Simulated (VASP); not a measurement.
# FeSi16 (a cell with a defect) in VASP: further runs

Runs on FeSi16 (a cell with a defect). Level: PBE. Tasks: single point.

Program: VASP 6.6.1. These are calculated values, not measurements. Logs are shortened: lines on timing, memory, paths and dates and some standing lists are left out, and cuts for length are marked.

## Step 1: The cell of the first run

The cell holds a defect, 17 atoms: a = 7.679 Å, b = 7.679 Å, c = 7.679 Å, α = 60.00°, β = 60.00°, γ = 60.00°.

## Step 2: Single point, PBE, collinear spin, ferromagnetic start

INCAR reads:

```
SYSTEM = FeSi16
ALGO = Normal
EDIFF = 1E-7
ENCUT = 520
GGA = PE
ISIF = 2
ISMEAR = -1
ISPIN = 2
LASPH = .True.
LCHARG = .True.
LELF = .True.
LMAXMIX = 4
LORBIT = 11
LREAL = Auto
LVHAR = .True.
LWAVE = .False.
MAGMOM = 0 0 0 0 0 0 0 0 0 0 0 0 0 0 0 0 2.5
NBANDS = 54
NELM = 150
PREC = Accurate
SIGMA = 0.02
```

KPOINTS reads:

```
k-points
0
Gamma
  2 2 2
  0 0 0
```

POSCAR reads:

```
FeSi16
1.0
    0.0000000000      5.4300000000      5.4300000000
    5.4300000000      0.0000000000      5.4300000000
    5.4300000000      5.4300000000      0.0000000000
Si Fe
16 1
Direct
    0.0030210314      0.0032550028     -0.0053117351
    0.1260758804      0.1249671155      0.1241270935
    0.0014265806      0.0006956149      0.4972680631
    0.1268676260      0.1260869518      0.6191556025
    0.0031318658      0.4991693099     -0.0053240696
    0.1235198646      0.6273105391      0.1220617280
   -0.0047187901      0.5005983302      0.5036308280
    0.1269089435      0.6279715682      0.6191455563
    0.5002257040      0.0026221935     -0.0051153337
    0.6274570272      0.1244454204      0.1217352409
    0.5013189963     -0.0049922288      0.5032616109
    0.6287540513      0.1260269260      0.6193487240
    0.4945970796      0.4957002584      0.0145128864
    0.6275587157      0.6266795663      0.1217685488
    0.5013537066      0.5005557110      0.5033653282
    0.6203621310      0.6196975446      0.6404356454
    0.7460632860      0.7469473763      0.2603399823
```

Potentials or basis: VASP PAW PBE potentials, release 64 (Si, Fe).

Launch:

```
$ cat potpaw_PBE.64/Si/POTCAR potpaw_PBE.64/Fe/POTCAR > POTCAR
$ mpirun -np 1 vasp_std > vasp.out
```

OUTCAR:

```text
SYSTEM = FeSi16
   EDIFF = 1E-7
   ENCUT = 520
   GGA = PE
   ISIF = 2
   ISMEAR = -1
   ISPIN = 2
   LASPH = .True.
   LORBIT = 11
   LREAL = Auto
   NELM = 150
   PREC = Accurate

 ion  position               nearest neighbor table
   1  0.003  0.003  0.995-   2 2.35   4 2.35  10 2.35   6 2.36  17 2.79
   2  0.126  0.125  0.124-   3 2.34   9 2.35   5 2.35   1 2.35
   3  0.001  0.001  0.497-  12 2.34   4 2.34   8 2.34   2 2.34
   4  0.127  0.126  0.619-   3 2.34  11 2.35   7 2.35   1 2.35
   5  0.003  0.499  0.995-   2 2.35   8 2.35  14 2.36   6 2.36  17 2.79
   6  0.124  0.627  0.122-  13 2.33   5 2.36   1 2.36  17 2.37   7 2.39
   7  0.995  0.501  0.504-   4 2.35   8 2.35  16 2.35   6 2.39  17 2.67
   8  0.127  0.628  0.619-   3 2.34  15 2.35   7 2.35   5 2.35
   9  0.500  0.003  0.995-   2 2.35  12 2.35  10 2.36  14 2.36  17 2.78
  10  0.627  0.124  0.122-  13 2.33   1 2.35   9 2.36  17 2.37  11 2.39
  11  0.501  0.995  0.503-   4 2.35  12 2.35  16 2.35  10 2.39  17 2.67
  12  0.629  0.126  0.619-   3 2.34  15 2.35  11 2.35   9 2.35
  13  0.495  0.496  0.015-   6 2.33  14 2.33  10 2.33  16 2.35
  14  0.628  0.627  0.122-  13 2.33   5 2.36   9 2.36  17 2.37  15 2.39
  15  0.501  0.501  0.503-   8 2.35  12 2.35  16 2.35  14 2.39  17 2.67
  16  0.620  0.620  0.640-  13 2.35   7 2.35  15 2.35  11 2.35  17 2.38
  17  0.746  0.747  0.260-  14 2.37   6 2.37  10 2.37  16 2.38  11 2.67  15 2.67   7 2.67   9 2.78
                             1 2.79   5 2.79

  LATTYP: Found a face centered cubic cell.
 ALAT       =    10.8600000000

  Lattice vectors:

 A1 = (   0.0000000000,   5.4300000000,   5.4300000000)
 A2 = (   5.4300000000,   0.0000000000,   5.4300000000)
 A3 = (   5.4300000000,   5.4300000000,   0.0000000000)

Analysis of symmetry for initial positions (statically):
=====================================================================
 Subroutine PRICEL returns:
 Original cell was already a primitive cell.

 Routine SETGRP: Setting up the symmetry group for a
 face centered cubic supercell.

 Subroutine GETGRP returns: Found  1 space group operations
 (whereof  1 operations were pure point group operations)
 out of a pool of 48 trial point group operations.

The static configuration has the point symmetry C_1 .

Analysis of symmetry for dynamics (positions and initial velocities):
=====================================================================
 Subroutine PRICEL returns:
 Original cell was already a primitive cell.

 Routine SETGRP: Setting up the symmetry group for a
 face centered cubic supercell.

 Subroutine GETGRP returns: Found  1 space group operations
 (whereof  1 operations were pure point group operations)
 out of a pool of 48 trial point group operations.

The dynamic configuration has the point symmetry C_1 .

Analysis of structural, dynamic, and magnetic symmetry:
=====================================================================
 Subroutine PRICEL returns:
 Original cell was already a primitive cell.

 Routine SETGRP: Setting up the symmetry group for a
 face centered cubic supercell.

 Subroutine GETGRP returns: Found  1 space group operations
 (whereof  1 operations were pure point group operations)
 out of a pool of 48 trial point group operations.

The overall configuration has the point symmetry C_1 .

 Subroutine INISYM returns: Found  1 space group operations
 (whereof  1 operations are pure point group operations),
 and found     1 'primitive' translations

----------------------------------------------------------------------------------------

                                     Primitive cell

  volume of cell :     320.2060

  direct lattice vectors                    reciprocal lattice vectors
     0.000000000  5.430000000  5.430000000    -0.092081031  0.092081031  0.092081031
     5.430000000  0.000000000  5.430000000     0.092081031 -0.092081031  0.092081031
     5.430000000  5.430000000  0.000000000     0.092081031  0.092081031 -0.092081031

  length of vectors
     7.679179644  7.679179644  7.679179644     0.159489025  0.159489025  0.159489025

  position of ions in fractional coordinates (direct lattice)
     0.003021031  0.003255003  0.994688265
     0.126075880  0.124967115  0.124127094
     0.001426581  0.000695615  0.497268063
     0.126867626  0.126086952  0.619155603
     0.003131866  0.499169310  0.994675930
     0.123519865  0.627310539  0.122061728
[... 9 lines left out ...]
     0.620362131  0.619697545  0.640435645
     0.746063286  0.746947376  0.260339982

  ion indices of the primitive-cell ions
   primitive index   ion index
                 1           1
                 2           2
                 3           3
                 4           4
                 5           5
                 6           6
[... 9 lines left out ...]
                16          16
                17          17

----------------------------------------------------------------------------------------

[... 75 lines left out ...]
  Thomas-Fermi vector in A             =   2.127527
   LORBIT       =     11    0 simple, 1 ext, 2 COOP (PROOUT), +10 PAW based schemes
   GGA     = PE    functional components
   LHFCALC =     F    Hartree Fock is set to
   AEXX    =    0.0000 exact exchange contribution
   IVDW    =     0    specifies the selected vdW correction
   LEPSILON=     F    determine dielectric tensor
   LRPA    =     F    only Hartree local field effects (RPA)
 spin polarized calculation
  energy-cutoff  :      520.00
  volume of cell :      320.21
 maximum number of plane-waves:      8646
 NGX is ok and might be reduce to    60
   NGX = 29   NGY = 29   NGZ = 29

 number of electron      71.9999997 magnetization       2.0640332

 Free energy of the ion-electron system (eV)
  ---------------------------------------------------
  ext. energy  EPLUGINS =         0.00000000
  ---------------------------------------------------
  free energy    TOTEN  =       -92.31267304 eV

  energy without entropy =      -92.30822451  energy(sigma->0) =      -92.31044877

 E-fermi :   6.3829     XC(G=0):  -9.6839

 val. band max:        6.3258892341   @ k =   0.5000   0.0000   0.0000
 cond. band min:       6.4041914584   @ k =   0.0000   0.0000   0.0000
 fundamental gap:      0.0783022242
 Fermi energy:         6.3828615637

 spin component 1

 k-point     1 :       0.0000    0.0000    0.0000
  band No.  band energies     occupation
      1      -6.0101      1.00000
      2      -3.6555      1.00000
      3      -3.6352      1.00000
      4      -3.6290      1.00000
      5      -3.6268      1.00000
      6      -2.0195      1.00000
[... 40 lines left out ...]
     47       7.6458      0.00000
     48       8.7646      0.00000
[... 355 lines left out ...]
     47      10.3451      0.00000
     48      10.4144      0.00000
 Fermi energy:         6.3828615637

 spin component 2

 k-point     1 :       0.0000    0.0000    0.0000
  band No.  band energies     occupation
      1      -5.9788      1.00000
      2      -3.6294      1.00000
      3      -3.6093      1.00000
      4      -3.5963      1.00000
      5      -3.5941      1.00000
      6      -1.9997      1.00000
[... 40 lines left out ...]
     47       7.8125      0.00000
     48       8.9794      0.00000
[... 355 lines left out ...]
     47      10.4349      0.00000
     48      10.4452      0.00000
 [bands above 48 left out]

------------------------ aborting loop because EDIFF is reached ----------------------------------------

  FORCE on cell =-STRESS in cart. coord.  units (eV):
  Direction    XX          YY          ZZ          XY          YZ          ZX
  --------------------------------------------------------------------------------------
  -------------------------------------------------------------------------------------
  Total        4.8443765      4.8181348      4.8399043     -0.3597905      0.3653941      0.3195500
  in kB       24.2392393     24.1079369     24.2168622     -1.8002415      1.8282798      1.5988950
  external PRESSURE =      24.1880128 kB  Pullay stress =       0.0000000 kB

 VOLUME and BASIS-vectors are now :
 -----------------------------------------------------------------------------
  energy-cutoff  :      520.00
  volume of cell :      320.21
      direct lattice vectors                 reciprocal lattice vectors
     0.000000000  5.430000000  5.430000000    -0.092081031  0.092081031  0.092081031
     5.430000000  0.000000000  5.430000000     0.092081031 -0.092081031  0.092081031
     5.430000000  5.430000000  0.000000000     0.092081031  0.092081031 -0.092081031

 POSITION                                       TOTAL-FORCE (eV/Angst)
 -----------------------------------------------------------------------------------
      5.41883      5.41756      0.03408        -0.008291      0.008288     -0.004141
      1.35258      1.35860      1.36316         0.006681     -0.005640     -0.006568
      2.70394      2.70791      0.01152        -0.000783      0.002439      0.001310
      4.04667      4.05091      1.37354         0.005596     -0.000954     -0.001435
      8.11158      5.41810      2.72750         0.004464      0.007860      0.007695
      4.06909      1.33351      4.07701        -0.005732      0.006222      0.006664
[... 9 lines left out ...]
      6.84252      6.84613      6.73352         0.011653     -0.007825     -0.008313
      5.46957      5.46477      8.10705        -0.007657      0.002502      0.009280
 -----------------------------------------------------------------------------------
    total drift:                                0.002002     -0.000196     -0.002376

  FREE ENERGIE OF THE ION-ELECTRON SYSTEM (eV)
  ---------------------------------------------------
  free  energy   TOTEN  =       -92.3126730377 eV

  energy  without entropy=      -92.3082245067  energy(sigma->0) =      -92.31044877

 total charge

# of ion       s       p       d       tot
------------------------------------------
    1        0.735   0.952   0.000   1.687
    2        0.741   0.951   0.000   1.692
    3        0.739   0.966   0.000   1.705
    4        0.741   0.948   0.000   1.689
    5        0.735   0.951   0.000   1.687
    6        0.733   0.963   0.000   1.696
[... 9 lines left out ...]
   16        0.731   0.959   0.000   1.691
   17        0.373   0.417   6.530   7.320
--------------------------------------------------
tot         12.172  15.661   6.530  34.363

 magnetization (x)

# of ion       s       p       d       tot
------------------------------------------
    1       -0.000  -0.000   0.000  -0.000
    2        0.001   0.006   0.000   0.007
    3       -0.001  -0.002   0.000  -0.003
    4        0.002   0.008   0.000   0.009
    5       -0.000  -0.000   0.000  -0.000
    6        0.001   0.031   0.000   0.033
[... 9 lines left out ...]
   16        0.002   0.030   0.000   0.033
   17        0.011   0.011   1.671   1.692
--------------------------------------------------
tot          0.019   0.153   1.671   1.843
```

Wall time 31 min (1 thread of Oxide Virtual Turin-like, shared host); peak memory 0.68 GiB.

Results:

```yaml
Free_energy: -92.3127 eV
Pressure: 2.4 GPa
Largest_force: 0.021 eV/Å
Band_gap_on_the_k_mesh: 0.08 eV
Net_moment: 2.06 μB per cell
Site_moments: Si -0.00, +0.01, +0.03, -0.01; Fe +1.69 μB
Valence_electrons_inside_the_program's_atomic_spheres: Si 1.69, 1.71, 1.70, 1.68; Fe 7.32
```

Forces in eV/Å, atoms in the order of the input:
```
Si  -0.008  0.008 -0.004
Si   0.007 -0.006 -0.007
Si  -0.001  0.002  0.001
Si   0.006 -0.001 -0.001
Si   0.004  0.008  0.008
Si  -0.006  0.006  0.007
Si  -0.009 -0.002  0.008
Si   0.003 -0.001 -0.005
Si  -0.004  0.001  0.002
Si   0.014 -0.014 -0.002
Si   0.000  0.006  0.000
Si   0.000 -0.001 -0.001
Si  -0.010  0.010  0.006
Si   0.002 -0.016 -0.014
Si  -0.003  0.003  0.002
Si   0.012 -0.008 -0.008
Fe  -0.008  0.003  0.009
```

Levels at points of the mesh, in eV from the valence-band top:
Spin up:
| k point | band 35 | band 36 | band 37 | band 38 | band 39 | band 40 |
| --- | --- | --- | --- | --- | --- | --- |
| (0.00, 0.00, 0.00) | -0.24 | -0.17 | -0.16 | 0.08 | 0.59 | 0.59 |
| (0.50, 0.00, 0.00) | -0.73 | -0.30 | -0.20 | 0.82 | 1.26 | 1.34 |
| (0.00, 0.50, 0.00) | -0.73 | -0.31 | -0.20 | 0.81 | 1.26 | 1.34 |
| (0.00, 0.00, 0.50) | -0.78 | -0.27 | -0.27 | 0.71 | 1.32 | 1.32 |
| (0.50, 0.50, 0.50) | -0.73 | -0.30 | -0.20 | 0.81 | 1.26 | 1.34 |
| (0.50, 0.50, 0.00) | -0.80 | -0.73 | -0.18 | 0.81 | 1.29 | 2.07 |
| (0.00, 0.50, 0.50) | -0.80 | -0.73 | -0.18 | 0.81 | 1.29 | 2.07 |
| (0.50, 0.00, 0.50) | -0.79 | -0.74 | -0.18 | 0.81 | 1.29 | 2.07 |
Spin down:
```csv
k point,band 32,band 33,band 34,band 35,band 36,band 37,band 38,band 39
"(0.00, 0.00, 0.00)",-0.81,-0.10,-0.08,-0.08,0.19,0.39,0.39,1.02
"(0.50, 0.00, 0.00)",-1.02,-0.67,-0.15,0.00,0.61,0.68,0.94,1.36
"(0.00, 0.50, 0.00)",-1.03,-0.66,-0.15,0.00,0.61,0.68,0.94,1.36
"(0.00, 0.00, 0.50)",-1.05,-0.57,-0.15,-0.14,0.69,0.70,0.82,1.40
"(0.50, 0.50, 0.50)",-1.03,-0.66,-0.15,0.00,0.61,0.68,0.94,1.36
"(0.50, 0.50, 0.00)",-1.50,-0.85,-0.11,-0.01,0.16,1.11,1.29,1.51
"(0.00, 0.50, 0.50)",-1.50,-0.85,-0.11,-0.01,0.16,1.11,1.29,1.51
"(0.50, 0.00, 0.50)",-1.49,-0.85,-0.10,-0.01,0.17,1.11,1.29,1.51
```

Caveat: the k points lie up to 0.50 Å⁻¹ apart.

## Step 3: Single point, PBE, collinear spin, ferromagnetic start

INCAR reads:

```
PREC     = Accurate       # precision mode
ENCUT    = 520            # plane-wave cutoff, eV
EDIFF    = 1E-7           # SCF threshold, eV
ISMEAR   = -1             # smearing method
SIGMA    = 0.02           # smearing width, eV
LREAL    = Auto         
LASPH    = True           # aspherical terms in the spheres
NELM     = 150            # most SCF steps
ALGO     = Normal         # electronic algorithm
ISIF     = 2              # what is computed and relaxed
LWAVE    = False          # write WAVECAR
LCHARG   = True           # write CHGCAR
ISPIN    = 2              # spin polarisation
MAGMOM   = 0 0 0 0 0 0 0 0 0 0 0 0 0 0 0 0 2.5 # initial moments
LORBIT   = 11             # projections on sites
LMAXMIX  = 4              # l up to which the mixer works
GGA      = PE             # functional
LELF     = True           # ELF
LVHAR    = True         
NBANDS   = 54             # bands
```

KPOINTS reads:

```
regular mesh
0
Gamma
  2 2 2
```

POSCAR reads:

```
FeSi16
1.0
    0.0000000000      5.4300000000      5.4300000000
    5.4300000000      0.0000000000      5.4300000000
    5.4300000000      5.4300000000      0.0000000000
Si Fe
16 1
Direct
   -0.0013270850     -0.0021793159     -0.0021706228
    0.1217503551      0.1264109087      0.1218985669
    0.0010405176     -0.0015602577      0.4973640088
    0.1304298629      0.1248430583      0.6233776512
   -0.0000174810      0.5005536370     -0.0010211122
    0.1244815884      0.6250422049      0.1232574054
   -0.0011721449      0.4993787058      0.4959315572
    0.1223595110      0.6225780554      0.6249244850
    0.4975535958     -0.0020162777      0.0019257426
    0.6242269189      0.1247823802      0.1301787471
    0.5054719110      0.0059231708      0.5046682825
    0.6298848506      0.1298856259      0.6308433735
    0.4972345932      0.4992198486     -0.0021962593
    0.6258491685      0.6221018718      0.1220254665
    0.4981549060      0.5010122566      0.4974965823
    0.6243270656      0.6308351706      0.6233940101
    0.3783475964      0.8781741565      0.3792532550
```

Potentials or basis: VASP PAW PBE potentials, release 64 (Si, Fe).

Launch:

```
$ cat potpaw_PBE.64/Si/POTCAR potpaw_PBE.64/Fe/POTCAR > POTCAR
$ mpirun -np 1 vasp_std > vasp.out
```

Run time: 29 min. Hardware: 1 thread of Oxide Virtual Turin-like, shared host; peak memory 0.68 GiB.

The run converged. Its results:

| Property | Result |
| --- | --- |
| Free energy | -92.3124 eV |
| Pressure | 2.4 GPa |
| Largest force | 0.044 eV/Å |
| Band gap on the k mesh | 0.09 eV |
| Net moment | 2.05 μB per cell |
| Site moments | Si +0.01, -0.00, +0.03, -0.01; Fe +1.69 μB |
| Valence electrons inside the program's atomic spheres | Si 1.69, 1.70, 1.68, 1.71; Fe 7.32 |

Forces on the atoms (eV/Å):
```
Si   0.002  0.016  0.002
Si  -0.014 -0.001  0.000
Si   0.023  0.001 -0.014
Si   0.003 -0.008  0.000
Si   0.010  0.011 -0.001
Si  -0.003 -0.004 -0.004
Si   0.003  0.007  0.005
Si  -0.011 -0.014  0.000
Si  -0.011 -0.010  0.015
Si  -0.019 -0.017  0.004
Si   0.029  0.033 -0.002
Si  -0.016 -0.018 -0.003
Si   0.016  0.004  0.001
Si  -0.003 -0.015  0.002
Si   0.002  0.023 -0.011
Si  -0.007  0.002  0.002
Fe  -0.006 -0.012  0.005
```

Stress tensor (GPa, compression positive):
```
 2.42 -0.18 -0.21
-0.18  2.42 -0.20
-0.21 -0.20  2.40
```

Levels at points of the mesh, in eV from the valence-band top:
Spin up:
```tsv
k point	band 35	band 36	band 37	band 38	band 39	band 40
(0.00, 0.00, 0.00)	-0.25	-0.18	-0.17	0.09	0.59	0.59
(0.50, 0.00, 0.00)	-0.73	-0.31	-0.20	0.81	1.26	1.33
(0.00, 0.50, 0.00)	-0.73	-0.31	-0.20	0.81	1.26	1.33
(0.00, 0.00, 0.50)	-0.73	-0.31	-0.20	0.82	1.25	1.34
(0.50, 0.50, 0.50)	-0.78	-0.28	-0.27	0.71	1.31	1.32
(0.50, 0.50, 0.00)	-0.80	-0.74	-0.19	0.81	1.29	2.06
(0.00, 0.50, 0.50)	-0.80	-0.73	-0.18	0.81	1.29	2.06
(0.50, 0.00, 0.50)	-0.80	-0.73	-0.18	0.80	1.29	2.06
```
Spin down:
```tsv
k point	band 31	band 32	band 33	band 34	band 35	band 36	band 37	band 38	band 39	band 40
(0.00, 0.00, 0.00)	-0.81	-0.81	-0.11	-0.09	-0.09	0.20	0.38	0.39	1.01	1.01
(0.50, 0.00, 0.00)	-1.04	-1.03	-0.67	-0.16	0.00	0.61	0.67	0.94	1.36	1.45
(0.00, 0.50, 0.00)	-1.04	-1.03	-0.67	-0.16	0.00	0.61	0.67	0.94	1.36	1.44
(0.00, 0.00, 0.50)	-1.04	-1.03	-0.67	-0.15	0.00	0.61	0.67	0.94	1.35	1.45
(0.50, 0.50, 0.50)	-1.06	-1.05	-0.58	-0.15	-0.14	0.68	0.69	0.81	1.40	1.40
(0.50, 0.50, 0.00)	-1.65	-1.50	-0.86	-0.10	-0.02	0.16	1.10	1.28	1.51	2.07
(0.00, 0.50, 0.50)	-1.65	-1.50	-0.86	-0.11	-0.01	0.16	1.10	1.28	1.51	2.07
(0.50, 0.00, 0.50)	-1.65	-1.50	-0.86	-0.11	-0.01	0.16	1.10	1.29	1.51	2.07
```

Caveat: the k points lie up to 0.50 Å⁻¹ apart.
